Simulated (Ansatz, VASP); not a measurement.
# AlN in VASP and in Ansatz

```xyz
2
Lattice="0.0000 2.0353 2.0353 2.0353 0.0000 2.0353 2.0353 2.0353 0.0000" Properties=species:S:1:pos:R:3 pbc="T T T"
Al    2.0353    2.0353    2.0353
N     0.0000    0.0000    0.0000
```

Alike in both runs: task single point; functional PBE; k mesh 10 × 10 × 10; occupations gaussian, width 0.05 eV; no spin polarisation.

|  | VASP | Ansatz |
| --- | --- | --- |
| version | VASP 6.6.1 | Ansatz 0.2.0 |
| potentials or method | VASP PAW PBE potentials, release 64 (Al, N), cutoff 520 eV | scalar-relativistic, plane waves, PAW |
| valence electrons in the cell | 8 | 8 |

VASP gave:

```
gap on the k mesh at the Fermi level (eV) : 4.41
least direct gap on the mesh (eV)         : 5.39
pressure (GPa)                            : -0.3
```

**Question.** Estimate Ansatz's values.

**Answer.** gap on the k mesh at the Fermi level (eV): 4.44; least direct gap on the mesh (eV): 5.38; pressure (GPa): 0.0.
